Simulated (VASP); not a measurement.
# Si2W (I4/mmm) in VASP: notebook

The runs below take Si2W through relaxation of cell and atoms, single point, with PBE.

Program: VASP 6.6.1. These are calculated values, not measurements. Logs are shortened: lines on timing, memory, paths and dates and some standing lists are left out, and cuts for length are marked.

## Step 1: The cell of the first run

Symmetry: I4/mmm, No. 139, tetragonal system. The conventional cell has a = 3.048 Å, b = 3.048 Å, c = 7.478 Å, α = 90.00°, β = 90.00°, γ = 90.00°. Si (site symmetry 4mm) has 9 Si at 2.49 to 3.05 Å and 5 W at 2.49 Å within 3.3 Å. Within 3.3 Å of W (site symmetry 4/mmm) lie 10 Si at 2.49 Å and 4 W at 3.05 Å.

## Step 2: Relaxation of cell and atoms, PBE, target pressure 50 GPa, at which the enthalpy is minimised

INCAR reads:

```
PREC = Accurate ; ENCUT = 500
EDIFF = 1E-7 ; ISMEAR = 0
SIGMA = 0.1 ; LREAL = F
LASPH = T ; NELM = 120
ALGO = Normal ; ISIF = 3
LWAVE = F ; LCHARG = F
GGA = PE ; IBRION = 2
NSW = 70 ; EDIFFG = -0.008
PSTRESS = 500.0 ; GGA_COMPAT = F
NELMIN = 4 ; KPAR = 4
```

KPOINTS reads:

```
Automatic mesh
0
Gamma
  30 30 30
```

POSCAR reads:

```
Si2W
1.0
   -1.5237906909      1.5237906909      3.7389419988
    1.5237906909     -1.5237906909      3.7389419988
    1.5237906909      1.5237906909     -3.7389419988
Si W
2 1
Direct
    0.3331520250      0.3331520250      0.0000000000
    0.6668479750      0.6668479750      0.0000000000
    0.0000000000      0.0000000000      0.0000000000
```

Potentials or basis: VASP PAW PBE potentials, release 64 (Si, W_sv).

Run with:

```
> cat potpaw_PBE.64/Si/POTCAR potpaw_PBE.64/W_sv/POTCAR > POTCAR
> mpirun -np 4 vasp_std > vasp.out
```

OUTCAR:

```text
PREC = Accurate
   ENCUT = 500
   EDIFF = 1E-7
   ISMEAR = 0
   LREAL = F
   LASPH = T
   NELM = 120
   ISIF = 3
   GGA = PE
   IBRION = 2
   NSW = 70
   EDIFFG = -0.008
   PSTRESS = 500.0
   NELMIN = 4

 ion  position               nearest neighbor table
   1  0.333  0.333  0.000-   2 2.49   2 2.49   2 2.49   2 2.49   3 2.49   3 2.49   3 2.49   3 2.49
                             3 2.49   2 2.50
   2  0.667  0.667  0.000-   1 2.49   1 2.49   1 2.49   1 2.49   3 2.49   3 2.49   3 2.49   3 2.49
                             3 2.49   1 2.50
   3  0.000  0.000  0.000-   2 2.49   2 2.49   2 2.49   1 2.49   2 2.49   1 2.49   1 2.49   1 2.49
                             1 2.49   2 2.49

  LATTYP: Found a body centered tetragonal cell.
 ALAT       =     3.0475813818
 C/A-ratio  =     2.4537110124

  Lattice vectors:

 A1 = (  -1.5237906909,   1.5237906909,   3.7389419988)
 A2 = (   1.5237906909,  -1.5237906909,   3.7389419988)
 A3 = (   1.5237906909,   1.5237906909,  -3.7389419988)

Analysis of symmetry for initial positions (statically):
=====================================================================
 Subroutine PRICEL returns:
 Original cell was already a primitive cell.

 Routine SETGRP: Setting up the symmetry group for a
 body centered tetragonal supercell.

 Subroutine GETGRP returns: Found 16 space group operations
 (whereof 16 operations were pure point group operations)
 out of a pool of 16 trial point group operations.

The static configuration has the point symmetry D_4h.

Analysis of symmetry for dynamics (positions and initial velocities):
=====================================================================
 Subroutine PRICEL returns:
 Original cell was already a primitive cell.

 Routine SETGRP: Setting up the symmetry group for a
 body centered tetragonal supercell.

 Subroutine GETGRP returns: Found 16 space group operations
 (whereof 16 operations were pure point group operations)
 out of a pool of 16 trial point group operations.

The dynamic configuration has the point symmetry D_4h.

 Subroutine INISYM returns: Found 16 space group operations
 (whereof 16 operations are pure point group operations),
 and found     1 'primitive' translations

----------------------------------------------------------------------------------------

                                     Primitive cell

  volume of cell :      34.7264

  direct lattice vectors                    reciprocal lattice vectors
    -1.523790691  1.523790691  3.738941999     0.000000000  0.328129055  0.133727670
[... 110 lines left out ...]
  Fermi-wavevector in a.u.,A,eV,Ry     =   1.406034  2.657020 26.897802  1.976933
  Thomas-Fermi vector in A             =   2.528435
   LORBIT       =      0    0 simple, 1 ext, 2 COOP (PROOUT), +10 PAW based schemes
   GGA     = PE    functional components
   LHFCALC =     F    Hartree Fock is set to
   AEXX    =    0.0000 exact exchange contribution
   IVDW    =     0    specifies the selected vdW correction
   LEPSILON=     F    determine dielectric tensor
   LRPA    =     F    only Hartree local field effects (RPA)
 conjugate gradient relaxation of ions
 non-spin polarized calculation
 Gauss-broadening in eV      SIGMA  =   0.10
  energy-cutoff  :      500.00
  volume of cell :       34.73
 maximum number of plane-waves:       904
   NGX = 15   NGY = 15   NGZ = 15

--------------------------------------- Ionic step        1  -------------------------------------------

 number of electron      22.0000000 magnetization

 Free energy of the ion-electron system (eV)
  ---------------------------------------------------
  ext. energy  EPLUGINS =         0.00000000
  ---------------------------------------------------
  free energy    TOTEN  =       -23.92489095 eV

  energy without entropy =      -23.92366707  energy(sigma->0) =      -23.92427901

------------------------ aborting loop because EDIFF is reached ----------------------------------------

  FORCE on cell =-STRESS in cart. coord.  units (eV):
  Direction    XX          YY          ZZ          XY          YZ          ZX
  --------------------------------------------------------------------------------------
  -------------------------------------------------------------------------------------
  Total       11.1433825     11.1433825     11.8727749      0.0000000     -0.0000000     -0.0000000
  in kB      514.1244653    514.1244653    547.7765835      0.0000000     -0.0000000     -0.0000000
  external PRESSURE =      25.3418380 kB  Pullay stress =     500.0000000 kB
[... 221 lines left out ...]
--------------------------------------- Ionic step        7  -------------------------------------------

 number of electron      22.0000000 magnetization

 Free energy of the ion-electron system (eV)
  ---------------------------------------------------
  ext. energy  EPLUGINS =         0.00000000
  ---------------------------------------------------
  free energy    TOTEN  =       -23.98383287 eV

  energy without entropy =      -23.98258017  energy(sigma->0) =      -23.98320652

 E-fermi :  14.2458     XC(G=0): -13.2493

 val. band max:       14.2420646614   @ k =  -0.2667  -0.3333   0.2333
 cond. band min:      14.2467548733   @ k =  -0.4333   0.5000   0.2667
 fundamental gap:      0.0046902119
 Fermi energy:        14.2457702520

 k-point     1 :       0.0000    0.0000    0.0000
  band No.  band energies     occupation
      1     -59.3205      2.00000
      2     -23.7769      2.00000
      3     -23.6199      2.00000
      4     -23.6199      2.00000
      5      -1.1820      2.00000
      6       6.3679      2.00000
      7      10.1403      2.00000
      8      10.4805      2.00000
      9      10.9410      2.00000
     10      10.9410      2.00000
     11      15.0965      0.00000
     12      16.4673      0.00000
     13      17.9783      0.00000
     14      17.9850      0.00000
[... 401 lines left out ...]
      2     -23.8440      2.00000
      3     -23.7597      2.00000
      4     -23.6034      2.00000
      5       0.3783      2.00000
      6       6.1713      2.00000
      7       7.9757      2.00000
      8       9.8230      2.00000
      9      11.3052      2.00000
     10      11.6840      2.00000
     11      12.6355      2.00000
     12      16.0745      0.00000
     13      17.2626      0.00000
     14      18.8318      0.00000
     15      19.4172      0.00000

 [... further k-points ...]

------------------------ aborting loop because EDIFF is reached ----------------------------------------

  FORCE on cell =-STRESS in cart. coord.  units (eV):
  Direction    XX          YY          ZZ          XY          YZ          ZX
  --------------------------------------------------------------------------------------
  -------------------------------------------------------------------------------------
  Total       10.8953912     10.8953912     10.8973668      0.0000000      0.0000000     -0.0000000
  in kB      500.1625257    500.1625257    500.2532208      0.0000000      0.0000000     -0.0000000
  external PRESSURE =       0.1927574 kB  Pullay stress =     500.0000000 kB
[... 22 lines left out ...]
  energy  without entropy=      -23.9825801655  energy(sigma->0) =      -23.98320652

  enthalpy is  TOTEN    =       -13.0919821108 eV   P V=       10.8918507615

 reached required accuracy - stopping structural energy minimisation
```

It took 9 min on 4 MPI ranks of Intel Xeon Platinum 8488C (Sapphire Rapids), shared host; peak memory 1 GiB.

What came out:

| Item | Value |
| --- | --- |
| Free energy | -23.9838 eV |
| Relaxed volume | 11.63 Å³/atom |
| Relaxed cell | a = 4.333 Å, b = 4.333 Å, c = 4.333 Å, α = 138.83°, β = 138.83°, γ = 59.63° |
| Space group after relaxing (to 0.1 Å) | I4/mmm (No. 139) |
| Energy change on relaxing (the run minimises the enthalpy) | -19.6 meV/atom |
| Ionic steps | 7 |
| Pressure after relaxing | 50.0 GPa |
| Band gap on the k mesh | zero (bands 11 and 12 overlap by 1.71 eV) |

The path:
```csv
step,energy change (eV),largest force (eV/Å),pressure (GPa),volume (Å³)
1,0.0000,0.2129,52.53,34.73
2,-0.2703,0.1109,41.17,35.65
3,-0.0839,0.1143,49.21,34.98
4,-0.0432,0.0322,50.50,34.85
5,-0.0591,0.0226,50.01,34.90
6,-0.0588,0.0117,50.03,34.90
7,-0.0589,0.0006,50.02,34.90
```

Final structure:
```
CELL_PARAMETERS angstrom
-1.52341 1.52341 3.75966
1.52341 -1.52341 3.75966
1.52341 1.52341 -3.75966
ATOMIC_POSITIONS crystal
Si 0.33216 0.33216 0.00000
Si 0.66784 0.66784 0.00000
W 0.00000 0.00000 0.00000
```

Caveat: the cell is relaxed towards a set pressure, so the run minimises the enthalpy, not the energy; spin-orbit coupling is left out, which moves the levels of the heavy elements. Zero-point motion and thermal expansion aren't in these numbers.

## Step 3: Single point, PBE

This run uses another cell than the first one, of 13.67 Å³/atom.

INCAR reads:

```
PREC     = Accurate       # precision mode
ENCUT    = 520            # plane-wave cutoff, eV
EDIFF    = 1E-6           # SCF threshold, eV
ISMEAR   = 0              # smearing method
SIGMA    = 0.15           # smearing width, eV
LREAL    = F              # projectors in reciprocal space
LASPH    = T              # aspherical terms in the spheres
NELM     = 80             # most SCF steps
ALGO     = Normal         # electronic algorithm
ISIF     = 2              # what is computed and relaxed
LWAVE    = F              # write WAVECAR
LCHARG   = F              # write CHGCAR
GGA      = PE             # functional
NBANDS   = 18             # bands
```

KPOINTS reads:

```
Automatic mesh
0
Gamma
  14 14 14
```

POSCAR reads:

```
Si2W
1.0
   -1.6144976568      1.6144976568      3.9334139095
    1.6144976568     -1.6144976568      3.9334139095
    1.6144976568      1.6144976568     -3.9334139095
Si W
2 1
Direct
    0.3345744059      0.3345744059      0.0000000000
    0.6654255941      0.6654255941      0.0000000000
    0.0000000000      0.0000000000      0.0000000000
```

Potentials or basis: VASP PAW PBE potentials, release 64 (Si, W_sv).

Run with:

```
> cat potpaw_PBE.64/Si/POTCAR potpaw_PBE.64/W_sv/POTCAR > POTCAR
> mpirun -np 1 vasp_std > vasp.out
```

Run time: 2.2 min. Hardware: 1 thread of Intel Xeon Platinum 8488C (Sapphire Rapids), shared host; peak memory 0.33 GiB.

Results (log left out):

```
Free energy            : -24.8161 eV
Pressure               : 0.1 GPa
Largest force          : 0.005 eV/Å
Band gap on the k mesh : zero (bands 11 and 12 overlap by 1.24 eV)
```

Forces on the atoms (eV/Å):
```
Si   0.000  0.000 -0.005
Si   0.000  0.000  0.005
W    0.000  0.000  0.000
```

Levels at points of the mesh, in eV from the Fermi level:
```csv
k point,band 8,band 9,band 10,band 11,band 12,band 13,band 14,band 15
"(0.00, 0.00, 0.00)",-3.25,-2.81,-2.81,0.60,2.65,2.98,3.03,3.03
"(0.50, 0.00, 0.00)",-4.82,-2.75,-2.72,-0.42,2.65,2.75,3.90,4.31
"(0.50, 0.50, 0.00)",-5.51,-4.96,-3.20,-1.76,2.73,2.91,3.06,3.85
"(0.50, 0.50, 0.50)",-2.54,-0.85,-0.85,-0.49,-0.49,0.77,4.44,4.72
```

Caveat: spin-orbit coupling is left out, which moves the levels of the heavy elements.

The gap in the log of VASP goes by the Fermi energy; the results here count the filled bands.